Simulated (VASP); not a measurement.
Runs of VASP 6.6.1 on AlAs. The structure is that of space group F-43m (No. 216), or close to it. The cells are those of the table. 

```tsv
cell	gap on the mesh (eV)	pressure (GPa)
a = 4.068 Å, angles 60.0°, 2 atoms	1.51	-0.7
a = 4.132 Å, angles 60.0°, 2 atoms	1.32	-3.4
a = 3.865 Å, angles 60.0°, 2 atoms	1.23	13.1
a = 4.100 Å, angles 60.0°, 2 atoms	1.50	(a)
a = 3.935 Å, angles 60.0°, 2 atoms	(c)	7.3
a = 3.900 Å, angles 60.0°, 2 atoms	1.28	10.0
a = 3.969 Å, angles 60.0°, 2 atoms	(b)	4.9
a = 4.003 Å, angles 60.0°, 2 atoms	(d)	2.8
```

Alike in all rows: task single point; level PBE; potentials or basis VASP PAW PBE potentials, release 64 (Al, As); no spin polarisation; k mesh 6 × 6 × 6; cutoff (eV) 500; smearing methfessel-paxton 0.01 eV.

Problem. Estimate the missing entries.

Solution. (a) -2.1; (b) 1.39; (c) 1.34; (d) 1.43.

Caveats: the cell stands under pressure (at least some runs); the cell stands under tension (at least some runs).

A k mesh can miss the band edges, and the runs leave out spin-orbit coupling on As.
